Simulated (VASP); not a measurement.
Set up this calculation in VASP 6.6.1, as the native input.

| Property | Result |
| --- | --- |
| Task | single point |
| Functional | PBE |
| Potentials or basis | VASP PAW PBE potentials, release 64 (Ta_pv, Al, N) |
| Cutoff | 520 eV |
| k mesh | 4 × 4 × 4 |
| Occupations | gaussian, width 0.1 eV |
| Spin | no spin polarisation |
| Dipole correction | no |
| Further INCAR settings | ALGO = Normal; EDIFF = 1e-07; NBANDS = 26 |

The structure of Ta2AlN2 lies in POSCAR:

```
Ta2AlN2
1.0
    2.6971601102     -2.7383877710      0.0000000000
    2.6971601102      2.7383877710      0.0000000000
    0.0000000000      0.0000000000      5.2727822353
Ta Al N
2 1 2
Direct
    0.0000000000      0.0000000000      0.0000000000
    0.5000000000      0.5000000000      0.0000000000
    0.5000000000      0.5000000000      0.5000000000
    0.1114076707      0.8885923293      0.5000000000
    0.8885923293      0.1114076707      0.5000000000
```

The cell was built from a structure type or drawn by symmetry, and may not be a known phase.

These files were run (other wordings do the same):

INCAR

```
PREC = Accurate
ENCUT = 520
EDIFF = 1E-7
ISMEAR = 0
SIGMA = 0.1
LREAL = False
LASPH = True
NELM = 80
ALGO = Normal
ISIF = 2
LWAVE = False
LCHARG = False
GGA = PE
NBANDS = 26
```

KPOINTS

```
regular mesh
0
Gamma
  4 4 4
```

Potentials or basis: VASP PAW PBE potentials, release 64 (Ta_pv, Al, N).

Launch:

```console
$ cat potpaw_PBE.64/Ta_pv/POTCAR potpaw_PBE.64/Al/POTCAR potpaw_PBE.64/N/POTCAR > POTCAR
$ mpirun -np 1 vasp_std > vasp.out
```

Results of the run:

```json
{
 "Pressure": "0.2 GPa",
 "Largest force": "0.327 eV/Å",
 "Band gap on the k mesh": "zero (an odd number of electrons rules out a gap without spin polarisation)"
}
```

Caveat: the k points lie up to 0.41 Å⁻¹ apart, too coarse for converged energies and pressures of a metal; the standard files for N, O and F lose accuracy on very short bonds; spin-orbit coupling is left out, which moves the levels of the heavy elements.

It took 50 s on 1 thread of AMD EPYC 7R43 64-Core Processor (Zen 3), with other jobs on the host, peak memory 0.16 GiB.
